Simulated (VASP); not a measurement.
# O (Im-3m) in VASP: a series of runs

Runs on O. Level: LDA. Tasks: single point.

All numbers are computed with VASP 6.6.1; they aren't measurements. Logs are shortened: lines on timing, memory, paths and dates and some standing lists are left out, and cuts for length are marked.

## (1) The cell of the first run

Symmetry: Im-3m, No. 229, cubic system. The conventional cell has a = 2.350 Å, b = 2.350 Å, c = 2.350 Å, α = 90.00°, β = 90.00°, γ = 90.00°. O (site symmetry m-3m) has 14 O at 2.03 to 2.35 Å within 2.7 Å.

## (2) Single point, LDA (volume scaled by 0.92)

INCAR reads:

```
SYSTEM = O
PREC = Accurate
ENCUT = 520
EDIFF = 1E-7
ISMEAR = -1
SIGMA = 0.1
LREAL = .False.
LASPH = .True.
NELM = 80
ALGO = Normal
ISIF = 2
LWAVE = .False.
LCHARG = .True.
GGA = CA
LELF = .True.
LVHAR = .True.
NBANDS = 9
```

KPOINTS reads:

```
regular mesh
0
Gamma
  21 21 21
  0 0 0
```

POSCAR reads:

```
O
1.0
   -1.1749054586      1.1749054586      1.1749054586
    1.1749054586     -1.1749054586      1.1749054586
    1.1749054586      1.1749054586     -1.1749054586
O
1
Direct
    0.0000000000      0.0000000000      0.0000000000
```

Potentials or basis: VASP PAW LDA potentials, release 64 (O).

Command:

```bash
$ cat potpaw_LDA.64/O/POTCAR > POTCAR
$ mpirun -np 1 vasp_std > vasp.out
```

OUTCAR:

```text
SYSTEM = O
   PREC = Accurate
   ENCUT = 520
   EDIFF = 1E-7
   ISMEAR = -1
   LREAL = .False.
   LASPH = .True.
   NELM = 80
   ISIF = 2
   GGA = CA

 ion  position               nearest neighbor table
   1  0.000  0.000  0.000-

  LATTYP: Found a body centered cubic cell.
 ALAT       =     2.3498109172

  Lattice vectors:

 A1 = (  -1.1749054586,   1.1749054586,   1.1749054586)
 A2 = (   1.1749054586,  -1.1749054586,   1.1749054586)
 A3 = (   1.1749054586,   1.1749054586,  -1.1749054586)

Analysis of symmetry for initial positions (statically):
=====================================================================
 Subroutine PRICEL returns:
 Original cell was already a primitive cell.

 Routine SETGRP: Setting up the symmetry group for a
 body centered cubic supercell.

 Subroutine GETGRP returns: Found 48 space group operations
 (whereof 48 operations were pure point group operations)
 out of a pool of 48 trial point group operations.

The static configuration has the point symmetry O_h .

Analysis of symmetry for dynamics (positions and initial velocities):
=====================================================================
 Subroutine PRICEL returns:
 Original cell was already a primitive cell.

 Routine SETGRP: Setting up the symmetry group for a
 body centered cubic supercell.

 Subroutine GETGRP returns: Found 48 space group operations
 (whereof 48 operations were pure point group operations)
 out of a pool of 48 trial point group operations.

The dynamic configuration has the point symmetry O_h .

 Subroutine INISYM returns: Found 48 space group operations
 (whereof 48 operations are pure point group operations),
 and found     1 'primitive' translations

----------------------------------------------------------------------------------------

                                     Primitive cell

  volume of cell :       6.4874

  direct lattice vectors                    reciprocal lattice vectors
    -1.174905459  1.174905459  1.174905459     0.000000000  0.425566156  0.425566156
     1.174905459 -1.174905459  1.174905459     0.425566156  0.000000000  0.425566156
     1.174905459  1.174905459 -1.174905459     0.425566156  0.425566156  0.000000000

  length of vectors
     2.034995948  2.034995948  2.034995948     0.601841430  0.601841430  0.601841430

  position of ions in fractional coordinates (direct lattice)
     0.000000000  0.000000000  0.000000000

  ion indices of the primitive-cell ions
   primitive index   ion index
                 1           1

----------------------------------------------------------------------------------------

 KPOINTS: regular mesh

Automatic generation of k-mesh.
 Grid dimensions read from file:
 generate k-points for:   21   21   21

 Generating k-lattice:

  Cartesian coordinates                     Fractional coordinates (reciprocal lattice)
     0.000000000  0.020265055  0.020265055     0.047619048  0.000000000  0.000000000
     0.020265055  0.000000000  0.020265055     0.000000000  0.047619048  0.000000000
     0.020265055  0.020265055  0.000000000     0.000000000  0.000000000  0.047619048

  Length of vectors
     0.028659116  0.028659116  0.028659116

  Shift w.r.t. Gamma in fractional coordinates (k-lattice)
     0.000000000  0.000000000  0.000000000

 Subroutine IBZKPT returns following result:
 ===========================================

 Found    286 irreducible k-points:

 Following reciprocal coordinates:
            Coordinates               Weight
  0.000000  0.000000  0.000000      1.000000
  0.047619  0.000000  0.000000     12.000000
  0.095238  0.000000  0.000000     12.000000
  0.142857  0.000000  0.000000     12.000000
  0.190476  0.000000  0.000000     12.000000
  0.238095  0.000000  0.000000     12.000000
[... 16 lines left out ...]
  0.142857  0.095238  0.000000     48.000000
  0.190476  0.095238  0.000000     48.000000
 [... further k-points ...]
   k-points           NKPTS =    286   k-points in BZ     NKDIM =    286   number of bands    NBANDS=      9
   number of dos      NEDOS =    301   number of ions     NIONS =      1
   total plane-waves  NPLWV =   4096
   dimension x,y,z NGX =    16 NGY =   16 NGZ =   16
   dimension x,y,z NGXF=    32 NGYF=   32 NGZF=   32
   ions per type =               1
   NGX,Y,Z   is equivalent  to a cutoff of  13.07, 13.07, 13.07 a.u.
   NGXF,Y,Z  is equivalent  to a cutoff of  26.14, 26.14, 26.14 a.u.
 SYSTEM =  O
   PREC   = accura    normal or accurate (medium, high low for compatibility)
   ISTART =      0    job   : 0-new  1-cont  2-samecut
   ICHARG =      2    charge: 1-file 2-atom 10-const
   ISPIN  =      1    spin polarized calculation?
   LNONCOLLINEAR =      F non collinear calculations
   LSORBIT =      F    spin-orbit coupling
   LASPH  =      T    aspherical Exc in radial PAW
   ENCUT  =  520.0 eV  38.22 Ry    6.18 a.u.   3.78  3.78  3.78*2*pi/ulx,y,z
   NELM   =     80;   NELMIN=  2; NELMDL= -5     # of ELM steps
   EDIFF  = 0.1E-06   stopping-criterion for ELM
   LREAL  =      F    real-space projection
   EDIFFG = 0.1E-05   stopping-criterion for IOM
   NSW    =      0    number of steps for IOM
   IBRION =     -1    ionic relax: 0-MD 1-quasi-New 2-CG
   NFREE  =      0    steps in history (QN), initial steepest desc. (CG)
   ISIF   =      2    stress and relaxation
   ISYM   =      2    0-nonsym 1-usesym 2-fastsym
   POTIM  = 0.5000    time-step for ionic-motion
   TEBEG  =    0.0;   TEEND  =   0.0 temperature during run
   PSTRESS=    0.0 pullay stress
   NELECT =       6.0000    total number of electrons
   NUPDOWN=      -1.0000    fix difference up-down
   EMIN   =  10.00;   EMAX   =-10.00  energy-range for DOS
   EFERMI =   0.00;   METHOD = LEGACY
   ISMEAR =    -1;   SIGMA  =   0.10  broadening in eV -4-tet -1-fermi 0-gaus
   EFERMI_NEDOS =   21; number of points for ismear=-14 and -15
   IALGO  =     38    algorithm
   IMIX   =      4    mixing-type and parameters
     AMIX     =   0.40;   BMIX     =  1.00
     AMIX_MAG =   1.60;   BMIX_MAG =  1.00
  volume/ion in A,a.u.               =       6.49        43.78
  Fermi-wavevector in a.u.,A,eV,Ry     =   1.595031  3.014171 34.614886  2.544122
  Thomas-Fermi vector in A             =   2.693013
   LORBIT       =      0    0 simple, 1 ext, 2 COOP (PROOUT), +10 PAW based schemes
   GGA     = CA    functional components
   LHFCALC =     F    Hartree Fock is set to
   AEXX    =    0.0000 exact exchange contribution
   IVDW    =     0    specifies the selected vdW correction
   LEPSILON=     F    determine dielectric tensor
   LRPA    =     F    only Hartree local field effects (RPA)
 non-spin polarized calculation
  energy-cutoff  :      520.00
  volume of cell :        6.49
 maximum number of plane-waves:       182
   NGX =  7   NGY =  7   NGZ =  7

 number of electron       5.9999997 magnetization

 Free energy of the ion-electron system (eV)
  ---------------------------------------------------
  ext. energy  EPLUGINS =         0.00000000
  ---------------------------------------------------
  free energy    TOTEN  =        -3.28424416 eV

  energy without entropy =       -3.25825410  energy(sigma->0) =       -3.27124913

 E-fermi :   4.6242     XC(G=0): -13.8241

 val. band max:        4.6153280107   @ k =  -0.3810   0.3810   0.0476
 cond. band min:       4.6277588905   @ k =  -0.3333   0.3333   0.0952
 fundamental gap:      0.0124308798
 Fermi energy:         4.6241696377

 k-point     1 :       0.0000    0.0000    0.0000
  band No.  band energies     occupation
      1     -18.8704      2.00000
      2       7.0402      0.00000
      3       7.0402      0.00000
      4       7.0402      0.00000
      5      26.9602      0.00000
      6      43.2041      0.00000
      7      43.2041      0.00000
      8      43.2041      0.00000
      9      47.4224      0.00000

 k-point     2 :       0.0476    0.0000    0.0000
  band No.  band energies     occupation
      1     -18.7811      2.00000
      2       6.8303      0.00000
      3       6.9720      0.00000
      4       7.0295      0.00000
      5      27.0807      0.00000
      6      42.3634      0.00000
      7      42.4558      0.00000
      8      43.4594      0.00000
      9      46.0415      0.00000

 k-point     3 :       0.0952    0.0000    0.0000
  band No.  band energies     occupation
      1     -18.5147      2.00000
      2       6.2203      0.00000
      3       6.7766      0.00000
      4       6.9981      0.00000
      5      27.4131      0.00000
      6      39.9659      0.00000
      7      40.9050      0.00000
      8      44.2129      0.00000
      9      45.5947      0.00000

 k-point     4 :       0.1429    0.0000    0.0000
  band No.  band energies     occupation
      1     -18.0755      2.00000
      2       5.2634      0.00334
      3       6.4791      0.00000
      4       6.9480      0.00000
      5      27.8729      0.00000
      6      37.3455      0.00000
      7      39.2338      0.00000
      8      44.7018      0.00000
      9      45.4305      0.00000
[... 205 lines left out ...]
 k-point    22 :       0.0952    0.0952    0.0000
  band No.  band energies     occupation
      1     -17.8148      2.00000
      2       4.7916      0.31568
      3       6.3947      0.00000
      4       6.7510      0.00000
      5      28.1433      0.00000
      6      36.5198      0.00000
      7      37.9217      0.00000
      8      44.1677      0.00000
      9      46.0951      0.00000

 k-point    23 :       0.1429    0.0952    0.0000
  band No.  band energies     occupation
      1     -17.2162      2.00000
      2       3.7002      1.99981
      3       5.9791      0.00000
      4       6.6338      0.00000
      5      28.5978      0.00000
      6      34.5824      0.00000
      7      36.5760      0.00000
      8      44.0703      0.00000
      9      47.5543      0.00000

 k-point    24 :       0.1905    0.0952    0.0000
  band No.  band energies     occupation
      1     -16.4684      2.00000
      2       2.4183      2.00000
      3       5.4915      0.00034
      4       6.5287      0.00000
      5      28.8585      0.00000
      6      33.0878      0.00000
      7      35.4707      0.00000
      8      44.0723      0.00000
      9      49.1656      0.00000

 [... further k-points ...]

------------------------ aborting loop because EDIFF is reached ----------------------------------------

  FORCE on cell =-STRESS in cart. coord.  units (eV):
  Direction    XX          YY          ZZ          XY          YZ          ZX
  --------------------------------------------------------------------------------------
  -------------------------------------------------------------------------------------
  Total        0.8507134      0.8507134      0.8507134      0.0000000      0.0000000      0.0000000
  in kB      210.0995447    210.0995447    210.0995447      0.0000000      0.0000000      0.0000000
  external PRESSURE =     210.0995447 kB  Pullay stress =       0.0000000 kB

 VOLUME and BASIS-vectors are now :
 -----------------------------------------------------------------------------
  energy-cutoff  :      520.00
  volume of cell :        6.49
      direct lattice vectors                 reciprocal lattice vectors
    -1.174905459  1.174905459  1.174905459     0.000000000  0.425566156  0.425566156
     1.174905459 -1.174905459  1.174905459     0.425566156  0.000000000  0.425566156
     1.174905459  1.174905459 -1.174905459     0.425566156  0.425566156  0.000000000

 POSITION                                       TOTAL-FORCE (eV/Angst)
 -----------------------------------------------------------------------------------
      0.00000      0.00000      0.00000        -0.000000      0.000000      0.000000
 -----------------------------------------------------------------------------------
    total drift:                               -0.000000      0.000000     -0.000000

  FREE ENERGIE OF THE ION-ELECTRON SYSTEM (eV)
  ---------------------------------------------------
  free  energy   TOTEN  =        -3.2842441556 eV

  energy  without entropy=       -3.2582540984  energy(sigma->0) =       -3.27124913
```

It took 6.5 s on 1 thread of AMD EPYC 9R45 (Zen 5), shared host; peak memory 0.09 GiB.

What came out:

* Free energy: -3.2842 eV
* Pressure: 21.0 GPa
* Band gap on the k mesh: zero (band 3 reaches 7.04 eV, above the bottom of band 4 at 0.80 eV)

Caveat: the cell differs from its parent crystal (volume scaled by 0.92).

## (3) Single point, LDA

This run uses another cell than the first one, of 7.05 Å³/atom, 1.087 times its volume.

INCAR reads:

```
SYSTEM = O
PREC = Accurate ; ENCUT = 520
EDIFF = 1E-7 ; ISMEAR = -1
SIGMA = 0.1 ; LREAL = .False.
LASPH = .True. ; NELM = 80
ALGO = Normal ; ISIF = 2
LWAVE = .False. ; LCHARG = .False.
NBANDS = 9
```

KPOINTS reads:

```
Automatic mesh
0
Gamma
  21 21 21
  0 0 0
```

POSCAR reads:

```
O
1.0
   -1.2080186682      1.2080186682      1.2080186682
    1.2080186682     -1.2080186682      1.2080186682
    1.2080186682      1.2080186682     -1.2080186682
O
1
Direct
    0.0000000000      0.0000000000      0.0000000000
```

Potentials or basis: VASP PAW LDA potentials, release 64 (O).

Command:

```bash
$ cat potpaw_LDA.64/O/POTCAR > POTCAR
$ mpirun -np 1 vasp_std > vasp.out
```

Wall time 6.8 s (1 thread of AMD EPYC 9R45 (Zen 5), shared host); peak memory 0.09 GiB.

Results (log left out):

| Item | Value |
| --- | --- |
| Free energy | -3.3203 eV |
| Pressure | -0.1 GPa |
| Band gap on the k mesh | zero (band 3 reaches 5.54 eV, above the bottom of band 4 at -0.04 eV) |

Levels at points of the mesh, in eV from the Fermi level:
```
           k point  band 1  band 2  band 3  band 4  band 5  band 6
(0.00, 0.00, 0.00)  -22.38    2.16    2.16    2.16   20.51   37.38
```
